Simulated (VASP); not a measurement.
Input of a VASP 6.6.1 run:

Contents of INCAR:

```
  PREC = Accurate
  ENCUT = 520
  EDIFF = 1E-6
  ISMEAR = 0
  SIGMA = 0.1
  LREAL = False
  LASPH = True
  NELM = 100
  ALGO = Normal
  ISIF = 2
  LWAVE = False
  LCHARG = True
  GGA = PS
  LELF = True
  LVHAR = True
  NBANDS = 20
```

The input KPOINTS:

```
Automatic mesh
0
Gamma
  14 14 14
```

The input POSCAR:

```
LuH2
1.0
   -0.0018552439      2.4887255921      2.4691896315
    2.4633140508     -0.0040567513      2.4948480996
    2.4931586955      2.4649240561      0.0061018218
Lu H
1 2
Direct
   -0.0161104089      0.0244757257     -0.0078087012
    0.2338928120      0.2744712821      0.2421949002
    0.7338862729      0.7744797363      0.7421886847
```

Potentials or basis: VASP PAW PBE potentials, release 64 (Lu, H).

Run with:

```console
$ cat potpaw_PBE.64/Lu/POTCAR potpaw_PBE.64/H/POTCAR > POTCAR
$ mpirun -np 1 vasp_std > vasp.out
```

(1) Predict the pressure.

(2) What does it give for the band gap on the k mesh?

## Answers

(1) 0.4 GPa.

(2) zero (an odd number of electrons rules out a gap without spin polarisation).

Caveat: the PAW data sets were made with another functional, which shifts forces and pressure a little; spin-orbit coupling is left out, which moves the levels of the heavy elements.
